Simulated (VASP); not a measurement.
# Fe (I4/mmm) in VASP: further runs

The runs below take Fe through single point, with LDA.

Everything below comes from runs of VASP 6.6.1. Logs are shortened: lines on timing, memory, paths and dates and some standing lists are left out, and cuts for length are marked.

## Step 1: The cell of the first run

The structure is tetragonal, space group I4/mmm (No. 139). The conventional cell has a = 2.724 Å, b = 2.724 Å, c = 2.782 Å, α = 90.00°, β = 90.00°, γ = 90.00°. Fe (site symmetry 4/mmm) has 14 Fe at 2.38 to 2.78 Å within 3.1 Å.

## Step 2: Single point, LDA, collinear spin, ferromagnetic start

Input file INCAR:

```
  PREC = Accurate
  ENCUT = 520
  EDIFF = 1E-6
  ISMEAR = 1
  SIGMA = 0.1
  LREAL = F
  LASPH = T
  NELM = 150
  ALGO = Normal
  ISIF = 2
  LWAVE = F
  LCHARG = F
  ISPIN = 2
  MAGMOM = 2.4 2.4
  LORBIT = 11
  LMAXMIX = 4
  GGA = CA
  NBANDS = 19
```

Input file KPOINTS:

```
regular mesh
0
Gamma
  18 18 18
```

Input file POSCAR:

```
Fe
1.0
    2.7243318793      0.0000000000      0.0000000000
    0.0000000000      2.7243318793      0.0000000000
    0.0000000000      0.0000000000      2.7821207373
Fe
2
Direct
    0.0000000000      0.0000000000      0.0000000000
    0.5000000000      0.5000000000      0.5000000000
```

Potentials or basis: VASP PAW LDA potentials, release 64 (Fe).

The run is started by

```sh
$ cat potpaw_LDA.64/Fe/POTCAR > POTCAR
$ mpirun -np 1 vasp_std > vasp.out
```

OUTCAR:

```text
PREC = Accurate
   ENCUT = 520
   EDIFF = 1E-6
   ISMEAR = 1
   LREAL = F
   LASPH = T
   NELM = 150
   ISIF = 2
   ISPIN = 2
   LORBIT = 11
   GGA = CA

 ion  position               nearest neighbor table
   1  0.000  0.000  0.000-   2 2.38   2 2.38   2 2.38   2 2.38   2 2.38   2 2.38   2 2.38   2 2.38

   2  0.500  0.500  0.500-   1 2.38   1 2.38   1 2.38   1 2.38   1 2.38   1 2.38   1 2.38   1 2.38

  LATTYP: Found a simple tetragonal cell.
 ALAT       =     2.7243318793
 C/A-ratio  =     1.0212121212

  Lattice vectors:

 A1 = (   2.7243318793,   0.0000000000,   0.0000000000)
 A2 = (   0.0000000000,   2.7243318793,   0.0000000000)
 A3 = (   0.0000000000,   0.0000000000,   2.7821207373)

Analysis of symmetry for initial positions (statically):
=====================================================================
 Subroutine PRICEL returns following result:

  LATTYP: Found a body centered tetragonal cell.
 ALAT       =     2.7243318793
 C/A-ratio  =     1.0212121212

  Lattice vectors:

 A1 = (  -1.3621659397,  -1.3621659396,  -1.3910603687)
 A2 = (   1.3621659397,   1.3621659396,  -1.3910603687)
 A3 = (   1.3621659397,  -1.3621659397,   1.3910603687)

   2 primitive cells build up your supercell.

 Routine SETGRP: Setting up the symmetry group for a
 simple tetragonal supercell.

 Subroutine GETGRP returns: Found 16 space group operations
 (whereof 16 operations were pure point group operations)
 out of a pool of 16 trial point group operations.

The static configuration has the point symmetry D_4h.

Analysis of symmetry for dynamics (positions and initial velocities):
=====================================================================
 Subroutine PRICEL returns following result:

  LATTYP: Found a body centered tetragonal cell.
 ALAT       =     2.7243318793
 C/A-ratio  =     1.0212121212

  Lattice vectors:

 A1 = (  -1.3621659397,  -1.3621659396,  -1.3910603687)
 A2 = (   1.3621659397,   1.3621659396,  -1.3910603687)
 A3 = (   1.3621659397,  -1.3621659397,   1.3910603687)

   2 primitive cells build up your supercell.

 Routine SETGRP: Setting up the symmetry group for a
 simple tetragonal supercell.

 Subroutine GETGRP returns: Found 16 space group operations
 (whereof 16 operations were pure point group operations)
 out of a pool of 16 trial point group operations.

The dynamic configuration has the point symmetry D_4h.

Analysis of structural, dynamic, and magnetic symmetry:
=====================================================================
 Subroutine PRICEL returns following result:

  LATTYP: Found a body centered tetragonal cell.
 ALAT       =     2.7243318793
 C/A-ratio  =     1.0212121212

  Lattice vectors:

 A1 = (  -1.3621659397,  -1.3621659396,  -1.3910603687)
 A2 = (   1.3621659397,   1.3621659396,  -1.3910603687)
 A3 = (   1.3621659397,  -1.3621659397,   1.3910603687)

   2 primitive cells build up your supercell.

 Routine SETGRP: Setting up the symmetry group for a
 simple tetragonal supercell.

 Subroutine GETGRP returns: Found 16 space group operations
 (whereof 16 operations were pure point group operations)
 out of a pool of 16 trial point group operations.

The overall configuration has the point symmetry D_4h.

 Subroutine INISYM returns: Found 16 space group operations
 (whereof 16 operations are pure point group operations),
 and found     2 'primitive' translations

----------------------------------------------------------------------------------------

                                     Primitive cell

  volume of cell :      10.3244

  direct lattice vectors                    reciprocal lattice vectors
    -1.362165940 -1.362165940 -1.391060369    -0.000000000 -0.367062474 -0.359438031
     1.362165940  1.362165940 -1.391060369     0.367062474  0.000000000 -0.359438031
     1.362165940 -1.362165940  1.391060369     0.367062474 -0.367062474  0.000000000

  length of vectors
     2.376139946  2.376139946  2.376139946     0.513741723  0.513741723  0.519104729

  position of ions in fractional coordinates (direct lattice)
     0.000000000  0.000000000  0.000000000

  ion indices of the primitive-cell ions
   primitive index   ion index
                 1           1

----------------------------------------------------------------------------------------

 KPOINTS: regular mesh

Automatic generation of k-mesh.
 Grid dimensions read from file:
 generate k-points for:   18   18   18

 Generating k-lattice:

  Cartesian coordinates                     Fractional coordinates (reciprocal lattice)
     0.020392360  0.000000000  0.000000000     0.055555556  0.000000000  0.000000000
     0.000000000  0.020392360  0.000000000     0.000000000  0.055555556  0.000000000
     0.000000000  0.000000000  0.019968780     0.000000000  0.000000000  0.055555556

  Length of vectors
     0.020392360  0.020392360  0.019968780

  Shift w.r.t. Gamma in fractional coordinates (k-lattice)
     0.000000000  0.000000000  0.000000000

 Subroutine IBZKPT returns following result:
 ===========================================

 Found    550 irreducible k-points:

 Following reciprocal coordinates:
            Coordinates               Weight
  0.000000  0.000000  0.000000      1.000000
  0.055556  0.000000  0.000000      4.000000
  0.111111  0.000000  0.000000      4.000000
  0.166667  0.000000  0.000000      4.000000
  0.222222  0.000000  0.000000      4.000000
  0.277778  0.000000  0.000000      4.000000
[... 16 lines left out ...]
  0.277778  0.111111  0.000000      8.000000
  0.333333  0.111111  0.000000      8.000000
 [... further k-points ...]
   k-points           NKPTS =    550   k-points in BZ     NKDIM =    550   number of bands    NBANDS=     19
   number of dos      NEDOS =    301   number of ions     NIONS =      2
   total plane-waves  NPLWV =   9600
   dimension x,y,z NGX =    20 NGY =   20 NGZ =   24
   dimension x,y,z NGXF=    40 NGYF=   40 NGZF=   48
   ions per type =               2
   NGX,Y,Z   is equivalent  to a cutoff of  12.20, 12.20, 14.34 a.u.
   NGXF,Y,Z  is equivalent  to a cutoff of  24.41, 24.41, 28.68 a.u.
 SYSTEM =  unknown system
   PREC   = accura    normal or accurate (medium, high low for compatibility)
   ISTART =      0    job   : 0-new  1-cont  2-samecut
   ICHARG =      2    charge: 1-file 2-atom 10-const
   ISPIN  =      2    spin polarized calculation?
   LNONCOLLINEAR =      F non collinear calculations
   LSORBIT =      F    spin-orbit coupling
   LASPH  =      T    aspherical Exc in radial PAW
   ENCUT  =  520.0 eV  38.22 Ry    6.18 a.u.   5.07  5.07  5.17*2*pi/ulx,y,z
   NELM   =    150;   NELMIN=  2; NELMDL= -5     # of ELM steps
   EDIFF  = 0.1E-05   stopping-criterion for ELM
   LREAL  =      F    real-space projection
   EDIFFG = 0.1E-04   stopping-criterion for IOM
   NSW    =      0    number of steps for IOM
   IBRION =     -1    ionic relax: 0-MD 1-quasi-New 2-CG
   NFREE  =      0    steps in history (QN), initial steepest desc. (CG)
   ISIF   =      2    stress and relaxation
   ISYM   =      2    0-nonsym 1-usesym 2-fastsym
   POTIM  = 0.5000    time-step for ionic-motion
   TEBEG  =    0.0;   TEEND  =   0.0 temperature during run
   PSTRESS=    0.0 pullay stress
   NELECT =      16.0000    total number of electrons
   NUPDOWN=      -1.0000    fix difference up-down
   EMIN   =  10.00;   EMAX   =-10.00  energy-range for DOS
   EFERMI =   0.00;   METHOD = LEGACY
   ISMEAR =     1;   SIGMA  =   0.10  broadening in eV -4-tet -1-fermi 0-gaus
   EFERMI_NEDOS =   21; number of points for ismear=-14 and -15
   IALGO  =     38    algorithm
   IMIX   =      4    mixing-type and parameters
     AMIX     =   0.40;   BMIX     =  1.00
     AMIX_MAG =   1.60;   BMIX_MAG =  1.00
  volume/ion in A,a.u.               =      10.32        69.67
  Fermi-wavevector in a.u.,A,eV,Ry     =   1.503659  2.841504 30.762661  2.260992
  Thomas-Fermi vector in A             =   2.614741
   LORBIT       =     11    0 simple, 1 ext, 2 COOP (PROOUT), +10 PAW based schemes
   GGA     = CA    functional components
   LHFCALC =     F    Hartree Fock is set to
   AEXX    =    0.0000 exact exchange contribution
   IVDW    =     0    specifies the selected vdW correction
   LEPSILON=     F    determine dielectric tensor
   LRPA    =     F    only Hartree local field effects (RPA)
 spin polarized calculation
 Methfessel and Paxton  Order N= 1 SIGMA  =   0.10
  energy-cutoff  :      520.00
  volume of cell :       20.65
 maximum number of plane-waves:       572
   NGX = 11   NGY = 11   NGZ = 11

 number of electron      15.9999986 magnetization       3.8972464

 Free energy of the ion-electron system (eV)
  ---------------------------------------------------
  ext. energy  EPLUGINS =         0.00000000
  ---------------------------------------------------
  free energy    TOTEN  =       -18.44428618 eV

  energy without entropy =      -18.44399427  energy(sigma->0) =      -18.44418888

 E-fermi :   6.7969     XC(G=0): -13.9650

 val. band max:        6.7964706601   @ k =   0.2778   0.2778   0.1667
 cond. band min:       6.7987027294   @ k =   0.0556   0.0000   0.3333
 fundamental gap:      0.0022320693
 Fermi energy:         6.7969421177

 spin component 1

 k-point     1 :       0.0000    0.0000    0.0000
  band No.  band energies     occupation
      1      -2.3467      1.00000
      2       1.3447      1.00000
      3       1.4008      1.00000
      4       4.2356      1.00000
      5       4.2356      1.00000
      6       4.3721      1.00000
[... 505 lines left out ...]
      6       5.0368      1.00000
[... 11 lines left out ...]
     18      28.4704      0.00000
     19      28.8690      0.00000

 [... further k-points ...]

 spin component 2

 k-point     1 :       0.0000    0.0000    0.0000
  band No.  band energies     occupation
      1      -1.9695      1.00000
      2       2.7758      1.00000
      3       2.8303      1.00000
      4       5.8073      1.00000
      5       5.8073      1.00000
      6       5.9704      1.00000
[... 505 lines left out ...]
      6       6.5840      1.00515
[... 11 lines left out ...]
     18      28.9807      0.00000
     19      29.5481      0.00000

 [... further k-points ...]

------------------------ aborting loop because EDIFF is reached ----------------------------------------

  FORCE on cell =-STRESS in cart. coord.  units (eV):
  Direction    XX          YY          ZZ          XY          YZ          ZX
  --------------------------------------------------------------------------------------
  -------------------------------------------------------------------------------------
  Total        0.2634641      0.2634641     -0.1293536      0.0000000      0.0000000      0.0000000
  in kB       20.4425929     20.4425929    -10.0367535      0.0000000      0.0000000      0.0000000
  external PRESSURE =      10.2828108 kB  Pullay stress =       0.0000000 kB

 VOLUME and BASIS-vectors are now :
 -----------------------------------------------------------------------------
  energy-cutoff  :      520.00
  volume of cell :       20.65
      direct lattice vectors                 reciprocal lattice vectors
     2.724331879  0.000000000  0.000000000     0.367062474  0.000000000  0.000000000
     0.000000000  2.724331879  0.000000000     0.000000000  0.367062474  0.000000000
     0.000000000  0.000000000  2.782120737     0.000000000  0.000000000  0.359438031

 POSITION                                       TOTAL-FORCE (eV/Angst)
 -----------------------------------------------------------------------------------
      0.00000      0.00000      0.00000        -0.000000     -0.000000      0.000000
      1.36217      1.36217      1.39106         0.000000      0.000000     -0.000000
 -----------------------------------------------------------------------------------
    total drift:                               -0.000000      0.000000      0.000000

  FREE ENERGIE OF THE ION-ELECTRON SYSTEM (eV)
  ---------------------------------------------------
  free  energy   TOTEN  =       -18.4442861846 eV

  energy  without entropy=      -18.4439942702  energy(sigma->0) =      -18.44418888

 total charge

# of ion       s       p       d       tot
------------------------------------------
    1        0.530   0.624   6.339   7.494
    2        0.530   0.624   6.339   7.494
--------------------------------------------------
tot          1.061   1.249  12.679  14.989

 magnetization (x)

# of ion       s       p       d       tot
------------------------------------------
    1       -0.009  -0.032   1.956   1.915
    2       -0.009  -0.032   1.956   1.915
--------------------------------------------------
tot         -0.018  -0.065   3.912   3.830
```

Wall time 2.1 min (1 thread of Intel Xeon 6975P-C (Granite Rapids), shared host); peak memory 0.36 GiB.

Results:

```yaml
Free_energy: -18.4443 eV
Pressure: 1.0 GPa
Net_moment: 3.90 μB per cell
Site_moments: Fe +1.92 μB
Valence_electrons_inside_the_program's_atomic_spheres: Fe 7.49
```

## Step 3: Single point, LDA, collinear spin, ferromagnetic start

This run uses another cell than the first one, of 10.38 Å³/atom.

Input file INCAR:

```
PREC = Accurate ; ENCUT = 520
EDIFF = 1E-6 ; ISMEAR = 1
SIGMA = 0.1 ; LREAL = F
LASPH = T ; NELM = 150
ALGO = Normal ; ISIF = 2
LWAVE = F ; LCHARG = F
ISPIN = 2 ; MAGMOM = 2.4 2.4
LORBIT = 11 ; LMAXMIX = 4
NBANDS = 19
```

KPOINTS is that of step 2.

Input file POSCAR:

```
Fe
1.0
    2.7380911312      0.0000000000      0.0000000000
    0.0000000000      2.7380911312      0.0000000000
    0.0000000000      0.0000000000      2.7678249810
Fe
2
Direct
    0.0000000000      0.0000000000      0.0000000000
    0.5000000000      0.5000000000      0.5000000000
```

Potentials or basis: VASP PAW LDA potentials, release 64 (Fe).

The run is started by

```sh
$ cat potpaw_LDA.64/Fe/POTCAR > POTCAR
$ mpirun -np 1 vasp_std > vasp.out
```

It took 2.1 min on 1 thread of Intel Xeon 6975P-C (Granite Rapids), shared host; peak memory 0.37 GiB.

It converged, with:

```
Free energy                                           : -18.4465 eV
Pressure                                              : -0.2 GPa
Net moment                                            : 3.92 μB per cell
Site moments                                          : Fe +1.93 μB
Valence electrons inside the program's atomic spheres : Fe 7.48
```

Stress tensor (GPa, compression positive):
```
 0.26  0.00  0.00
 0.00  0.26  0.00
 0.00  0.00 -1.24
```

Levels at points of the mesh, in eV from the Fermi level:
Spin up:
| k point | band 7 | band 8 | band 9 | band 10 | band 11 | band 12 | band 13 | band 14 |
| --- | --- | --- | --- | --- | --- | --- | --- | --- |
| (0.00, 0.00, 0.00) | -0.98 | -0.92 | 0.30 | 0.32 | 0.32 | 10.12 | 10.56 | 10.56 |
| (0.50, 0.00, 0.00) | -1.99 | -1.99 | -1.14 | -1.14 | 0.53 | 0.53 | 17.93 | 17.93 |
| (0.50, 0.50, 0.00) | -0.69 | -0.69 | 0.43 | 0.43 | 0.64 | 0.64 | 8.26 | 8.26 |
| (0.00, 0.00, 0.50) | -1.97 | -1.97 | -1.12 | -1.12 | 0.39 | 0.39 | 18.20 | 18.20 |
| (0.50, 0.00, 0.50) | -0.72 | -0.72 | 0.33 | 0.33 | 0.63 | 0.63 | 8.14 | 8.14 |
| (0.50, 0.50, 0.50) | -0.70 | -0.70 | -0.65 | -0.65 | 9.20 | 9.20 | 9.20 | 9.20 |
Spin down:
| k point | band 3 | band 4 | band 5 | band 6 | band 7 | band 8 | band 9 | band 10 |
| --- | --- | --- | --- | --- | --- | --- | --- | --- |
| (0.00, 0.00, 0.00) | -3.94 | -0.94 | -0.94 | -0.86 | 1.10 | 1.20 | 2.12 | 2.14 |
| (0.50, 0.00, 0.00) | -1.50 | -1.50 | -0.51 | -0.51 | -0.43 | -0.43 | 0.55 | 0.55 |
| (0.50, 0.50, 0.00) | -2.40 | -2.40 | 0.81 | 0.81 | 1.13 | 1.13 | 1.46 | 1.46 |
| (0.00, 0.00, 0.50) | -1.54 | -1.54 | -0.42 | -0.42 | -0.42 | -0.42 | 0.58 | 0.58 |
| (0.50, 0.00, 0.50) | -2.30 | -2.30 | 0.71 | 0.71 | 1.03 | 1.03 | 1.43 | 1.43 |
| (0.50, 0.50, 0.50) | -2.36 | -2.36 | -2.36 | -2.36 | 1.47 | 1.47 | 1.51 | 1.51 |
